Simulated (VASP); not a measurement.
Write the native input for VASP 6.6.1 that does the following.

| Item | Value |
| --- | --- |
| Task | single point |
| Functional | PBE |
| Potentials or basis | VASP PAW PBE potentials, release 64 (Pb_d, Se) |
| Cutoff | 520 eV |
| k mesh | 8 × 8 × 8 |
| Occupations | fermi-dirac, width 0.02 eV |
| Spin | no spin polarisation |
| Dipole correction | no |
| Further INCAR settings | ALGO = Normal; EDIFF = 1e-06; NBANDS = 17 |

The structure of PbSe lies in POSCAR:

```
PbSe
1.0
    0.0000000000      3.0887022205      2.9114107130
    3.0887022205      0.0000000000      2.9114107130
    3.0887022205      3.0887022205      0.0000000000
Pb Se
1 1
Direct
    0.0000000000      0.0000000000      0.0000000000
    0.5000000000      0.5000000000      0.5000000000
```

This cell differs from its parent crystal: uniaxial z strain -5.7%.

These files were run (other wordings do the same):

INCAR

```
PREC = Accurate ; ENCUT = 520
EDIFF = 1E-6 ; ISMEAR = -1
SIGMA = 0.02 ; LREAL = F
LASPH = T ; NELM = 100
ALGO = Normal ; ISIF = 2
LWAVE = F ; LCHARG = F
GGA = PE ; NBANDS = 17
```

KPOINTS

```
regular mesh
0
Gamma
  8 8 8
```

Potentials or basis: VASP PAW PBE potentials, release 64 (Pb_d, Se).

Run with:

```sh
$ cat potpaw_PBE.64/Pb_d/POTCAR potpaw_PBE.64/Se/POTCAR > POTCAR
$ mpirun -np 1 vasp_std > vasp.out
```

Results of the run:

| Item | Value |
| --- | --- |
| Pressure | 4.9 GPa |
| Band gap on the k mesh | 0.07 eV, direct |

Caveat: the cell differs from its parent crystal (uniaxial z strain -5.7%); spin-orbit coupling is left out, which moves the levels of the heavy elements.

Wall time 31 s on 1 thread of Intel(R) Xeon(R) Platinum 8488C (Sapphire Rapids) (shared host), peak memory 0.21 GiB.
